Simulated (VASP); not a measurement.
Input of a VASP 6.6.1 run:

File INCAR:

```
SYSTEM = Ge
ALGO = Normal ; EDIFF = 1E-6
ENCUT = 520 ; GGA = PE
ISIF = 2 ; ISMEAR = 0
LASPH = .TRUE. ; LCHARG = .FALSE.
LREAL = .FALSE. ; LWAVE = .FALSE.
NBANDS = 21 ; NELM = 100
PREC = Accurate ; SIGMA = 0.1
```

KPOINTS

```
k-points
0
G
  6 6 6
  0 0 0
```

Contents of POSCAR:

```
Ge
1.0
    0.0000000000      3.6044587500      3.8930590300
    1.7303109700      0.0000000000      3.8930590300
    1.7303109700      3.6044587500      0.0000000000
Ge
2
Direct
    0.2500000000      0.2500000000      0.2500000000
    0.0000000000      0.0000000000      0.0000000000
```

Potentials or basis: VASP PAW PBE potentials, release 64 (Ge_d).

Launch:

```bash
$ cat potpaw_PBE.64/Ge_d/POTCAR > POTCAR
$ mpirun -np 1 vasp_std > vasp.out
```

Q: Predict the band gap on the k mesh.

A: Zero (bands 14 and 15 overlap by 4.03 eV).

Q: Estimate the pressure.

A: -7.6 GPa.

Stress tensor (GPa, compression positive):
```
 -6.86   0.00   0.00
  0.00  -5.48   0.00
  0.00   0.00 -10.45
```

Caveat: the k points lie up to 0.36 Å⁻¹ apart, too coarse for converged energies and pressures of a metal.
